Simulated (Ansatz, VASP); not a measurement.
**Cu in VASP and in Ansatz**

File INCAR:

```
ALGO     = Normal         # electronic algorithm
EDIFF    = 1E-6           # SCF threshold, eV
ENCUT    = 520            # plane-wave cutoff, eV
GGA      = CA             # functional
ISIF     = 2              # what is computed and relaxed
ISMEAR   = 0              # smearing method
LASPH    = True           # aspherical terms in the spheres
LCHARG   = False          # write CHGCAR
LREAL    = False          # projectors in reciprocal space
LWAVE    = False          # write WAVECAR
NBANDS   = 12             # bands
NELM     = 80             # most SCF steps
PREC     = Accurate       # precision mode
SIGMA    = 0.15           # smearing width, eV
```

KPOINTS

```
k-points
0
Gamma
  24 24 24
```

The input POSCAR:

```
Cu
1.0
   -1.2985139880      1.2985139880      1.3760814500
    1.2985139880     -1.2985139880      1.3760814500
    1.2985139880      1.2985139880     -1.3760814500
Cu
1
Direct
    0.0000000000      0.0000000000      0.0000000000
```

Input for Ansatz:

```yaml
crystal:
  lattice:
    - [-1.298513988, 1.298513988, 1.37608145]
    - [1.298513988, -1.298513988, 1.37608145]
    - [1.298513988, 1.298513988, -1.37608145]
  atoms:
    - { symbol: Cu, position: [0.0, 0.0, 0.0] }
basis:
  ecutwfc: 420
kpoints:
  mp_grid: { grid: [24, 24, 24] }
hamiltonian:
  xc: lda
scf:
  occupations: { method: gaussian, width: 0.15 }
output:
  forces: true
  stress: true
  eigenvalues: true
```

Change from the starting cell: strain -0.1000 x Voigt [1, 1, 0, 0, 0, 0], atoms carried along.

Alike in both runs: task single point; functional LDA; k mesh 24 × 24 × 24; occupations gaussian, width 0.15 eV; no spin polarisation.

|  | VASP | Ansatz |
| --- | --- | --- |
| version | VASP 6.6.1 | Ansatz 0.2.0 |
| potentials or method | VASP PAW LDA potentials, release 64 (Cu), cutoff 520 eV | scalar-relativistic, plane waves, PAW |
| valence electrons in the cell | 11 | 19 |

|  | VASP | Ansatz | Ansatz less VASP |
| --- | --- | --- | --- |
| gap on the k mesh at the Fermi level (eV) | none | none | - |
| pressure (GPa) | 46.6 | 45.7 | -0.95 |
| traceless stress, the component that is largest in VASP (GPa) | 0.75 | 0.76 | +0.006 |

LDA's correlation is that of Perdew and Zunger in VASP and of Perdew and Wang (1992) in Ansatz. A gap of «none» marks a metal or a gap that the smearing closes. Both programs put the cell under a high pressure, so it lies far from rest at this level. VASP's potentials hold 11 valence electrons a cell and Ansatz's 19, so a difference there can come from the potentials and not from the codes.
